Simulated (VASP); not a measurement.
Set up this calculation in VASP 6.6.1, as the native input.

| Property | Result |
| --- | --- |
| Task | single point |
| Functional | PBEsol |
| Potentials or basis | VASP PAW PBE potentials, release 64 (Si, C) |
| Cutoff | 520 eV |
| k mesh | 12 × 12 × 4 |
| Occupations | gaussian, width 0.05 eV |
| Spin | no spin polarisation |
| Dipole correction | no |
| Further INCAR settings | ALGO = Normal; EDIFF = 1e-06; NBANDS = 26 |

The structure of SiC lies in POSCAR:

```
SiC
1.0
    3.1499000000      0.0000000000      0.0000000000
   -1.5749500000      2.7278934194      0.0000000000
    0.0000000000      0.0000000000      9.8071000000
Si C
4 4
Direct
    0.6666666667      0.3333333333      0.9378278494
    0.3333333333      0.6666666667      0.4378278494
    0.0000000000      0.0000000000      0.6878973398
    0.0000000000      0.0000000000      0.1878973398
    0.6666666667      0.3333333333      0.7498191768
    0.3333333333      0.6666666667      0.2498191768
    0.0000000000      0.0000000000      0.5004546340
    0.0000000000      0.0000000000      0.0004546340
```

One way to write it, as run:

INCAR

```
SYSTEM = SiC
PREC = Accurate ; ENCUT = 520
EDIFF = 1E-6 ; ISMEAR = 0
SIGMA = 0.05 ; LREAL = .False.
LASPH = .True. ; NELM = 80
ALGO = Normal ; ISIF = 2
LWAVE = .False. ; LCHARG = .False.
GGA = PS ; NBANDS = 26
```

KPOINTS

```
regular mesh
0
Gamma
  12 12 4
  0 0 0
```

Potentials or basis: VASP PAW PBE potentials, release 64 (Si, C).

Run with:

```console
$ cat potpaw_PBE.64/Si/POTCAR potpaw_PBE.64/C/POTCAR > POTCAR
$ mpirun -np 1 vasp_std > vasp.out
```

It gave:

| Property | Result |
| --- | --- |
| Pressure | -3.1 GPa |
| Largest force | 0.618 eV/Å |
| Band gap on the k mesh | 1.88 eV, indirect (least direct gap 3.00 eV) |

Caveat: the PAW data sets were made with another functional, which shifts forces and pressure a little.

Run time: 45 s on 1 thread of Intel(R) Xeon(R) 6975P-C (Granite Rapids) (shared host), peak memory 0.24 GiB.
